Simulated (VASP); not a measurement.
# Li4Nb4O11 (a cell with a defect) in VASP: notebook, part 2 of 2

VASP 6.6.1.

### 3 Single point, PBEsol (atom 17 moved 0.167 of the way to it and +0.600 Å across, host rigid)

Contents of INCAR:

```
PREC = Accurate ; ENCUT = 520
EDIFF = 1E-6 ; ISMEAR = 0
SIGMA = 0.05 ; LREAL = Auto
LASPH = True ; NELM = 100
ALGO = Normal ; ISIF = 2
LWAVE = False ; LCHARG = False
GGA = PS ; NELECT = 128.0
NBANDS = 80
```

Contents of KPOINTS:

```
regular mesh
0
Gamma
  4 4 4
```

Contents of POSCAR:

```
Li4Nb4O11
1.0
    5.1950821957      0.0000000000      0.0000000000
    0.0000000000      2.9993821042     -4.7271664166
    0.0000000000      5.9987642083      4.7271664167
Li Nb O
4 4 11
Direct
    0.0000000000      0.2865432153      0.3567283924
    0.5000000000      0.7865432153      0.8567283924
    0.0000000000      0.7134567847      0.6432716076
    0.5000000000      0.2134567847      0.1432716076
    0.0000000000      0.7111568631      0.1444215685
    0.5000000000      0.2111568631      0.6444215685
    0.0000000000      0.2888431369      0.8555784315
    0.5000000000      0.7888431369      0.3555784315
    0.8020967884      0.0253128181      0.7589912829
    0.3020967884      0.5253128181      0.2589912829
    0.3273039138      0.1547135204      0.8883919851
    0.3705992977      0.8526167320      0.5862951967
    0.8705992977      0.3526167320      0.0862951967
    0.1979032116      0.9746871819      0.2410087171
    0.6979032116      0.4746871819      0.7410087171
    0.1726960862      0.3452864796      0.6116080149
    0.7569396741      0.9034694595      0.1814119045
    0.6294007023      0.1473832680      0.4137048033
    0.1294007023      0.6473832680      0.9137048033
```

Potentials or basis: VASP PAW PBE potentials, release 64 (Li_sv, Nb_sv, O).

The run is started by

```bash
cat potpaw_PBE.64/Li_sv/POTCAR potpaw_PBE.64/Nb_sv/POTCAR potpaw_PBE.64/O/POTCAR > POTCAR
mpirun -np 1 vasp_std > vasp.out
```

OUTCAR:

```text
PREC = Accurate
   ENCUT = 520
   EDIFF = 1E-6
   ISMEAR = 0
   LREAL = Auto
   LASPH = True
   NELM = 100
   ISIF = 2
   GGA = PS
   NELECT = 128.0

 ion  position               nearest neighbor table
   1  0.000  0.287  0.357-  18 2.14  16 2.14  14 2.14  10 2.24  13 2.24
   2  0.500  0.787  0.857-  19 2.14  15 2.14   9 2.24  11 2.24  12 2.24
   3  0.000  0.713  0.643-  12 2.14   9 2.14  15 2.24  16 2.24  19 2.24
   4  0.500  0.213  0.143-  13 2.14  11 2.14  10 2.14  17 2.23  14 2.24  18 2.24
   5  0.000  0.711  0.144-  17 1.66  14 1.89  19 1.89  10 2.12  13 2.12
   6  0.500  0.211  0.644-  16 1.89  15 1.89  18 1.89  11 2.12   9 2.12  12 2.12
   7  0.000  0.289  0.856-  11 1.89   9 1.89  13 1.89  16 2.12  15 2.12  19 2.12
   8  0.500  0.789  0.356-  10 1.89  12 1.89  17 2.03  14 2.12  18 2.12
   9  0.802  0.025  0.759-   7 1.89   6 2.12   3 2.14   2 2.24
  10  0.302  0.525  0.259-   8 1.89   5 2.12   4 2.14   1 2.24
  11  0.327  0.155  0.888-   7 1.89   6 2.12   4 2.14   2 2.24
  12  0.371  0.853  0.586-   8 1.89   6 2.12   3 2.14   2 2.24
  13  0.871  0.353  0.086-   7 1.89   5 2.12   4 2.14   1 2.24
  14  0.198  0.975  0.241-   5 1.89   8 2.12   1 2.14   4 2.24
  15  0.698  0.475  0.741-   6 1.89   7 2.12   2 2.14   3 2.24
  16  0.173  0.345  0.612-   6 1.89   7 2.12   1 2.14   3 2.24
  17  0.757  0.903  0.181-   5 1.66   8 2.03   4 2.23
  18  0.629  0.147  0.414-   6 1.89   8 2.12   1 2.14   4 2.24
  19  0.129  0.647  0.914-   5 1.89   7 2.12   2 2.14   3 2.24

  LATTYP: Found a simple monoclinic cell.
 ALAT       =     5.5984279344
 B/A-ratio  =     0.9279537500
 C/A-ratio  =     1.3642207161
 COS(beta)  =    -0.1018177164

  Lattice vectors:

 A1 = (   0.0000000000,   2.9993821042,  -4.7271664166)
 A2 = (  -5.1950821957,   0.0000000000,   0.0000000000)
 A3 = (   0.0000000000,   5.9987642083,   4.7271664167)

Analysis of symmetry for initial positions (statically):
=====================================================================
 Subroutine PRICEL returns:
 Original cell was already a primitive cell.

 Routine SETGRP: Setting up the symmetry group for a
 simple monoclinic supercell.

 Subroutine GETGRP returns: Found  1 space group operations
 (whereof  1 operations were pure point group operations)
 out of a pool of  4 trial point group operations.

The static configuration has the point symmetry C_1 .

Analysis of symmetry for dynamics (positions and initial velocities):
=====================================================================
 Subroutine PRICEL returns:
 Original cell was already a primitive cell.

 Routine SETGRP: Setting up the symmetry group for a
 simple monoclinic supercell.

 Subroutine GETGRP returns: Found  1 space group operations
 (whereof  1 operations were pure point group operations)
 out of a pool of  4 trial point group operations.

The dynamic configuration has the point symmetry C_1 .

 Subroutine INISYM returns: Found  1 space group operations
 (whereof  1 operations are pure point group operations),
 and found     1 'primitive' translations

----------------------------------------------------------------------------------------

                                     Primitive cell
[... 86 lines left out ...]
  0.250000  0.250000  0.000000      2.000000
  0.250000 -0.250000 -0.000000      2.000000
[... 16 lines left out ...]
  0.000000 -0.250000  0.250000      2.000000
  0.250000 -0.250000  0.250000      2.000000
 [... further k-points ...]
   k-points           NKPTS =     36   k-points in BZ     NKDIM =     36   number of bands    NBANDS=     80
   number of dos      NEDOS =    301   number of ions     NIONS =     19
   total plane-waves  NPLWV = 100800
   dimension x,y,z NGX =    40 NGY =   42 NGZ =   60
   dimension x,y,z NGXF=    80 NGYF=   84 NGZF=  120
   ions per type =               4   4  11
   NGX,Y,Z   is equivalent  to a cutoff of  12.80, 12.47, 13.06 a.u.
   NGXF,Y,Z  is equivalent  to a cutoff of  25.60, 24.94, 26.12 a.u.
 SYSTEM =  unknown system
   PREC   = accura    normal or accurate (medium, high low for compatibility)
   ISTART =      0    job   : 0-new  1-cont  2-samecut
   ICHARG =      2    charge: 1-file 2-atom 10-const
   ISPIN  =      1    spin polarized calculation?
   LNONCOLLINEAR =      F non collinear calculations
   LSORBIT =      F    spin-orbit coupling
   LASPH  =      T    aspherical Exc in radial PAW
   ENCUT  =  520.0 eV  38.22 Ry    6.18 a.u.   9.66 10.41 14.20*2*pi/ulx,y,z
   NELM   =    100;   NELMIN=  2; NELMDL= -5     # of ELM steps
   EDIFF  = 0.1E-05   stopping-criterion for ELM
   LREAL  =      T    real-space projection
   EDIFFG = 0.1E-04   stopping-criterion for IOM
   NSW    =      0    number of steps for IOM
   IBRION =     -1    ionic relax: 0-MD 1-quasi-New 2-CG
   NFREE  =      0    steps in history (QN), initial steepest desc. (CG)
   ISIF   =      2    stress and relaxation
   ISYM   =      2    0-nonsym 1-usesym 2-fastsym
   POTIM  = 0.5000    time-step for ionic-motion
   TEBEG  =    0.0;   TEEND  =   0.0 temperature during run
   PSTRESS=    0.0 pullay stress
   NELECT =     128.0000    total number of electrons
   NUPDOWN=      -1.0000    fix difference up-down
   EMIN   =  10.00;   EMAX   =-10.00  energy-range for DOS
   EFERMI =   0.00;   METHOD = LEGACY
   ISMEAR =     0;   SIGMA  =   0.05  broadening in eV -4-tet -1-fermi 0-gaus
   EFERMI_NEDOS =   21; number of points for ismear=-14 and -15
   IALGO  =     38    algorithm
   IMIX   =      4    mixing-type and parameters
     AMIX     =   0.40;   BMIX     =  1.00
     AMIX_MAG =   1.60;   BMIX_MAG =  1.00
  volume/ion in A,a.u.               =      11.63        78.49
  Fermi-wavevector in a.u.,A,eV,Ry     =   1.364675  2.578863 25.338660  1.862339
  Thomas-Fermi vector in A             =   2.490970
   LORBIT       =      0    0 simple, 1 ext, 2 COOP (PROOUT), +10 PAW based schemes
   GGA     = PS    functional components
   LHFCALC =     F    Hartree Fock is set to
   AEXX    =    0.0000 exact exchange contribution
   IVDW    =     0    specifies the selected vdW correction
   LEPSILON=     F    determine dielectric tensor
   LRPA    =     F    only Hartree local field effects (RPA)
 non-spin polarized calculation
 Gauss-broadening in eV      SIGMA  =   0.05
  energy-cutoff  :      520.00
  volume of cell :      220.98
 maximum number of plane-waves:      5983
 NGX is ok and might be reduce to    40
   NGX = 19   NGY = 21   NGZ = 29

 number of electron     127.9999974 magnetization

 Free energy of the ion-electron system (eV)
  ---------------------------------------------------
  ext. energy  EPLUGINS =         0.00000000
  ---------------------------------------------------
  free energy    TOTEN  =      -163.86168822 eV

  energy without entropy =     -163.86168822  energy(sigma->0) =     -163.86168822

 E-fermi :   3.5202     XC(G=0): -10.3294

 val. band max:        3.1265879020   @ k =   0.0000   0.0000   0.0000
 cond. band min:       4.5452572650   @ k =   0.0000   0.0000   0.0000
 fundamental gap:      1.4186693630
 Fermi energy:         3.5202499778

 k-point     1 :       0.0000    0.0000    0.0000
  band No.  band energies     occupation
      1     -52.0586      2.00000
      2     -51.2000      2.00000
      3     -50.6250      2.00000
      4     -50.5630      2.00000
      5     -39.0667      2.00000
      6     -38.9966      2.00000
[... 1885 lines left out ...]
     75       8.3419      0.00000
     76       8.4813      0.00000

 [... further k-points ...]

 [bands above 76 left out]

------------------------ aborting loop because EDIFF is reached ----------------------------------------

  FORCE on cell =-STRESS in cart. coord.  units (eV):
  Direction    XX          YY          ZZ          XY          YZ          ZX
  --------------------------------------------------------------------------------------
  -------------------------------------------------------------------------------------
  Total       -7.9132635    -14.1594166    -19.7572386     -4.4499852     -1.0875786      3.5478895
  in kB      -57.3746228   -102.6619661   -143.2486247    -32.2643397     -7.8854207     25.7237510
  external PRESSURE =    -101.0950712 kB  Pullay stress =       0.0000000 kB

 VOLUME and BASIS-vectors are now :
 -----------------------------------------------------------------------------
  energy-cutoff  :      520.00
  volume of cell :      220.98
      direct lattice vectors                 reciprocal lattice vectors
     5.195082196  0.000000000  0.000000000     0.192489736  0.000000000  0.000000000
     0.000000000  2.999382104 -4.727166417     0.000000000  0.111134001 -0.141028813
     0.000000000  5.998764208  4.727166417     0.000000000  0.111134001  0.070514406

 POSITION                                       TOTAL-FORCE (eV/Angst)
 -----------------------------------------------------------------------------------
      0.00000      2.99938      0.33178         0.330554     -0.468303      0.763890
      2.59754      7.49846      0.33178        -0.177839     -0.392571     -0.272023
      0.00000      5.99876     -0.33178         0.387811      0.944432      0.600523
      2.59754      1.49969     -0.33178        -0.073504     -0.038013     -0.229877
      0.00000      2.99938     -2.67905         8.426514     -7.834224      2.678459
      2.59754      4.49907      2.04811         0.001999      1.485987      0.064076
[... 11 lines left out ...]
      3.26979      2.92378      1.25895        -0.343169      0.458610      0.230095
      0.67225      7.42285      1.25895        -0.481195      1.124501     -0.384021
 -----------------------------------------------------------------------------------
    total drift:                               -0.002775      0.001506      0.000190

  FREE ENERGIE OF THE ION-ELECTRON SYSTEM (eV)
  ---------------------------------------------------
  free  energy   TOTEN  =      -163.8616882166 eV

  energy  without entropy=     -163.8616882166  energy(sigma->0) =     -163.86168822
```

Wall time 18 min (1 thread of Intel Xeon Platinum 8259CL at 2.50GHz (Skylake/Cascade Lake), shared host); peak memory 0.55 GiB.

Results:

- Free energy: -163.8617 eV
- Largest force: 11.813 eV/Å

Forces on the atoms (eV/Å):
```
Li   0.331 -0.468  0.764
Li  -0.178 -0.393 -0.272
Li   0.388  0.944  0.601
Li  -0.074 -0.038 -0.230
Nb   8.427 -7.834  2.678
Nb   0.002  1.486  0.064
Nb   0.441 -1.133 -0.082
Nb  -4.443  2.497 -1.722
O   -0.105 -0.155  0.195
O    0.288  1.076 -0.138
O   -0.066 -0.058  0.073
O    0.743 -1.985 -0.230
O   -0.540  2.345 -0.061
O    3.199  0.960  1.361
O    0.072 -0.103 -0.506
O   -0.298  0.045 -0.242
O   -7.363  1.232 -2.098
O   -0.343  0.459  0.230
O   -0.481  1.125 -0.384
```

Levels at points of the mesh, in eV from the Fermi level:
```tsv
k point	band 60	band 61	band 62	band 63	band 64	band 65	band 66	band 67	band 68	band 69
(0.00, 0.00, 0.00)	-0.94	-0.91	-0.78	-0.69	-0.39	1.03	2.34	2.62	3.37	3.50
(0.50, 0.00, 0.00)	-1.00	-0.96	-0.82	-0.53	-0.52	1.35	2.23	2.71	2.96	3.31
(0.00, 0.50, 0.00)	-0.98	-0.93	-0.76	-0.61	-0.51	1.08	2.49	2.68	3.41	3.60
(0.50, 0.50, 0.00)	-0.96	-0.79	-0.70	-0.60	-0.54	1.33	2.31	2.67	3.01	3.44
(0.00, 0.00, 0.50)	-1.00	-0.87	-0.74	-0.63	-0.41	1.09	2.30	2.67	3.37	3.48
(0.50, 0.00, 0.50)	-0.95	-0.92	-0.73	-0.54	-0.50	1.33	2.24	2.69	2.97	3.36
(0.00, 0.50, 0.50)	-0.96	-0.87	-0.73	-0.61	-0.50	1.03	2.49	2.65	3.32	3.61
(0.50, 0.50, 0.50)	-1.01	-0.90	-0.72	-0.62	-0.57	1.30	2.31	2.71	3.04	3.48
```

Caveat: the cell carries a net charge on a neutralising background, which shifts energy and pressure; the cell differs from its parent crystal (atom 17 moved 0.167 of the way to it and +0.600 Å across, host rigid); the cell is charged against a uniform background, so pressure and absolute levels hang on convention; the cutoff is under 1.25 times the usual one of these potentials, so pressure, stress and relaxed cells hold a basis-set (Pulay) error; the PAW data sets were made with another functional, which shifts forces and pressure a little.
